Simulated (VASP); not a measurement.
# PbS (I4/mmm) in VASP: a series of runs, part 2 of 2

VASP 6.6.1. The steps go on from the part before.

## Step 3: Electric field gradients, PBE (equal xx and yy strain of +3 %)

File INCAR:

```
PREC = Accurate ; ENCUT = 520
EDIFF = 1E-8 ; ISMEAR = -1
SIGMA = 0.01 ; LREAL = F
LASPH = T ; NELM = 100
ALGO = Normal ; ISIF = 2
LWAVE = F ; LCHARG = F
GGA = PE ; LEFG = T
NBANDS = 17
```

File KPOINTS:

```
regular mesh
0
Gamma
  8 8 8
```

File POSCAR:

```
PbS
1.0
    0.0000000000      3.0539500000      2.9650000000
    3.0539500000      0.0000000000      2.9650000000
    3.0539500000      3.0539500000      0.0000000000
Pb S
1 1
Direct
    0.0000000000      0.0000000000      0.0000000000
    0.5000000000      0.5000000000      0.5000000000
```

Potentials or basis: VASP PAW PBE potentials, release 64 (Pb_d, S).

Run with:

```sh
$ cat potpaw_PBE.64/Pb_d/POTCAR potpaw_PBE.64/S/POTCAR > POTCAR
$ mpirun -np 1 vasp_std > vasp.out
```

OUTCAR:

```text
PREC = Accurate
   ENCUT = 520
   EDIFF = 1E-8
   ISMEAR = -1
   LREAL = F
   LASPH = T
   NELM = 100
   ISIF = 2
   GGA = PE

 ion  position               nearest neighbor table
   1  0.000  0.000  0.000-   2 2.96   2 2.96   2 3.05   2 3.05   2 3.05   2 3.05
   2  0.500  0.500  0.500-   1 2.96   1 2.96   1 3.05   1 3.05   1 3.05   1 3.05

  LATTYP: Found a body centered tetragonal cell.
 ALAT       =     4.3189375088
 C/A-ratio  =     1.3730228761

  Lattice vectors:
[... 692 lines left out ...]

  FREE ENERGIE OF THE ION-ELECTRON SYSTEM (eV)
  ---------------------------------------------------
  free  energy   TOTEN  =        -8.7562850242 eV

  energy  without entropy=       -8.7562850242  energy(sigma->0) =       -8.75628502

 Electric field gradients (V/A^2)
---------------------------------------------------------------------
 ion       V_xx      V_yy      V_zz      V_xy      V_xz      V_yz
---------------------------------------------------------------------
   1      41.707    41.707   -83.415    -0.000    -0.001    -0.001
   2       1.454     1.454    -2.908    -0.000    -0.001    -0.001
---------------------------------------------------------------------

 Electric field gradients after diagonalization (V/A^2)
 (convention: |V_zz| > |V_xx| > |V_yy|)
----------------------------------------------------------------------
 ion       V_xx      V_yy      V_zz     asymmetry (V_yy - V_xx)/ V_zz
----------------------------------------------------------------------
   1      41.707    41.707   -83.415       0.000
   2       1.454     1.454    -2.908       0.000
----------------------------------------------------------------------

           NMR quadrupolar parameters

 Cq : quadrupolar parameter    Cq=e*Q*V_zz/h
 eta: asymmetry parameters     (V_yy - V_xx)/ V_zz
 Q  : nuclear electric quadrupole moment in mb (millibarn)
----------------------------------------------------------------------
 ion       Cq(MHz)       eta       Q (mb)
----------------------------------------------------------------------
   1      -0.202       0.000       1.000
   2      -0.007       0.000       1.000
----------------------------------------------------------------------
```

Run time: 42 s. Hardware: 1 thread of Intel Xeon Platinum 8259CL at 2.50GHz (Skylake/Cascade Lake), shared host; peak memory 0.21 GiB.

What came out:

* Free energy: -8.7563 eV
* Pressure: -0.9 GPa
* Band gap on the k mesh: 0.54 eV, direct

Stress tensor (GPa, compression positive):
```
-1.96  0.00  0.00
 0.00 -1.96  0.00
 0.00  0.00  1.12
```

Levels at points of the mesh, in eV from the valence-band top:
| k point | band 8 | band 9 | band 10 | band 11 | band 12 | band 13 |
| --- | --- | --- | --- | --- | --- | --- |
| (0.00, 0.00, 0.00) | -2.01 | -1.78 | -1.78 | 4.87 | 4.87 | 5.51 |
| (0.50, 0.00, 0.00) | -1.53 | -1.48 | 0.00 | 0.54 | 2.03 | 2.21 |
| (0.50, 0.50, 0.00) | -4.71 | -3.07 | -3.07 | 4.08 | 5.39 | 5.39 |
| (0.50, 0.00, 0.50) | -4.65 | -3.16 | -2.87 | 4.19 | 5.26 | 5.31 |

Electric field gradients, principal values (V/Å²):
```csv
atom,least,middle,greatest (by size)
1 Pb,41.707,41.707,-83.415
2 S,1.454,1.454,-2.908
```

Caveat: the cell differs from its parent crystal (equal xx and yy strain of +3 %); without QUAD_EFG the Cq values of the log hold for a quadrupole moment of 1 mb, not for the nuclei; spin-orbit coupling is left out, which moves the levels of the heavy elements.

## Step 4: Electric field gradients, PBE (equal xx and yy strain of +3 %)

File INCAR:

```
SYSTEM = PbS
PREC = Accurate
ENCUT = 520
EDIFF = 1E-8
ISMEAR = -1
SIGMA = 0.01
LREAL = .False.
LASPH = .True.
NELM = 100
ALGO = Normal
ISIF = 2
LWAVE = .False.
LCHARG = .False.
GGA = PE
LEFG = .True.
NBANDS = 17
```

File KPOINTS:

```
regular mesh
0
Gamma
  8 8 8
  0 0 0
```

POSCAR is that of step 3.

Potentials or basis: VASP PAW PBE potentials, release 64 (Pb_d, S).

Run with:

```sh
$ cat potpaw_PBE.64/Pb_d/POTCAR potpaw_PBE.64/S/POTCAR > POTCAR
$ mpirun -np 1 vasp_std > vasp.out
```

OUTCAR:

```text
SYSTEM = PbS
   PREC = Accurate
   ENCUT = 520
   EDIFF = 1E-8
   ISMEAR = -1
   LREAL = .False.
   LASPH = .True.
   NELM = 100
   ISIF = 2
   GGA = PE

 ion  position               nearest neighbor table
   1  0.000  0.000  0.000-   2 2.96   2 2.96   2 3.05   2 3.05   2 3.05   2 3.05
   2  0.500  0.500  0.500-   1 2.96   1 2.96   1 3.05   1 3.05   1 3.05   1 3.05

  LATTYP: Found a body centered tetragonal cell.
 ALAT       =     4.3189375088
 C/A-ratio  =     1.3730228761

  Lattice vectors:

 A1 = (   0.0000000000,  -3.0539500000,  -2.9650000000)
 A2 = (   0.0000000000,   3.0539500000,  -2.9650000000)
 A3 = (   3.0539500000,   0.0000000000,   2.9650000000)

Analysis of symmetry for initial positions (statically):
=====================================================================
 Subroutine PRICEL returns:
 Original cell was already a primitive cell.

 Routine SETGRP: Setting up the symmetry group for a
[... 668 lines left out ...]
  energy-cutoff  :      520.00
  volume of cell :       55.31
      direct lattice vectors                 reciprocal lattice vectors
     0.000000000  3.053950000  2.965000000    -0.163722392  0.163722392  0.168634064
     3.053950000  0.000000000  2.965000000     0.163722392 -0.163722392  0.168634064
     3.053950000  3.053950000  0.000000000     0.163722392  0.163722392 -0.168634064

 POSITION                                       TOTAL-FORCE (eV/Angst)
 -----------------------------------------------------------------------------------
      0.00000      0.00000      0.00000         0.000000      0.000000      0.000000
      3.05395      3.05395      2.96500        -0.000000     -0.000000     -0.000000
 -----------------------------------------------------------------------------------
    total drift:                                0.000000     -0.000000     -0.000000

  FREE ENERGIE OF THE ION-ELECTRON SYSTEM (eV)
  ---------------------------------------------------
  free  energy   TOTEN  =        -8.7562850242 eV

  energy  without entropy=       -8.7562850242  energy(sigma->0) =       -8.75628502

 Electric field gradients (V/A^2)
---------------------------------------------------------------------
 ion       V_xx      V_yy      V_zz      V_xy      V_xz      V_yz
---------------------------------------------------------------------
   1      41.707    41.707   -83.415    -0.000    -0.001    -0.001
   2       1.454     1.454    -2.908    -0.000    -0.001    -0.001
---------------------------------------------------------------------

 Electric field gradients after diagonalization (V/A^2)
 (convention: |V_zz| > |V_xx| > |V_yy|)
----------------------------------------------------------------------
 ion       V_xx      V_yy      V_zz     asymmetry (V_yy - V_xx)/ V_zz
----------------------------------------------------------------------
   1      41.707    41.707   -83.415       0.000
   2       1.454     1.454    -2.908       0.000
----------------------------------------------------------------------

           NMR quadrupolar parameters

 Cq : quadrupolar parameter    Cq=e*Q*V_zz/h
 eta: asymmetry parameters     (V_yy - V_xx)/ V_zz
 Q  : nuclear electric quadrupole moment in mb (millibarn)
----------------------------------------------------------------------
 ion       Cq(MHz)       eta       Q (mb)
----------------------------------------------------------------------
   1      -0.202       0.000       1.000
   2      -0.007       0.000       1.000
----------------------------------------------------------------------
```

stdout:

```text
POSCAR found type information on POSCAR PbS
 POSCAR found :  2 types and       2 ions
 scaLAPACK will be used
 LDA part: xc-table for (Slater+PW92), standard interpolation
 POSCAR, INCAR and KPOINTS ok, starting setup
 FFT: planning ... GRIDC
 FFT: planning ... GRID_SOFT
 FFT: planning ... GRID
 WAVECAR not read
 entering main loop
ion   1

ion   2
```

Wall time 40 s (1 thread of Intel Xeon Platinum 8259CL at 2.50GHz (Skylake/Cascade Lake), shared host); peak memory 0.21 GiB.

Results:

| Quantity | Value |
| --- | --- |
| Free energy | -8.7563 eV |
| Pressure | -0.9 GPa |
| Band gap on the k mesh | 0.54 eV, direct |

Stress tensor (GPa, compression positive):
```
-1.96  0.00  0.00
 0.00 -1.96  0.00
 0.00  0.00  1.12
```

Electric field gradients, principal values (V/Å²):
| atom | least | middle | greatest (by size) |
| --- | --- | --- | --- |
| 1 Pb | 41.707 | 41.707 | -83.415 |
| 2 S | 1.454 | 1.454 | -2.908 |

Caveat: the cell differs from its parent crystal (equal xx and yy strain of +3 %); without QUAD_EFG the Cq values of the log hold for a quadrupole moment of 1 mb, not for the nuclei; spin-orbit coupling is left out, which moves the levels of the heavy elements.
